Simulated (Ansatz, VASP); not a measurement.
SnPt2Se3: VASP beside Ansatz

```
Sn Pt Se
1.0
     6.65212    0.00000    0.00000
    -3.32606    5.76090    0.00000
     0.00000    0.00000    3.56529
Sn Pt Se
1 2 3
Direct
  0.00000 0.00000 0.00000
  0.33333 0.66667 0.00000
  0.66667 0.33333 0.00000
  0.50000 0.00000 0.50000
  0.50000 0.50000 0.50000
  0.00000 0.50000 0.50000
```

Change from the starting cell: species swapped into the CeAl3Pd2 type (P6/mmm, No. 191).

Alike in both runs: task relaxation of cell and atoms; functional PBE; k mesh 6 × 6 × 10; occupations gaussian, width 0.1 eV; no spin polarisation.

|  | VASP | Ansatz |
| --- | --- | --- |
| version | VASP 6.6.1 | Ansatz 0.2.0 |
| potentials or method | VASP PAW PBE potentials, release 64 (Sn_d, Pt, Se), cutoff 600 eV | scalar-relativistic, plane waves, PAW |
| valence electrons in the cell | 52 | 98 |

```tsv
	VASP	Ansatz	Ansatz less VASP
gap on the k mesh at the Fermi level, each at its own relaxed structure (eV)	none	none	-
relaxed volume (Å³/atom)	22.55	22.54	-0.009
relaxed cell length with the largest relative difference (Å)	6.570	6.568	-0.0015
```

A gap of «none» marks a metal or a gap that the smearing closes. VASP's potentials hold 52 valence electrons a cell and Ansatz's 98, so a difference there can come from the potentials and not from the codes.

Spin-orbit coupling is off throughout.
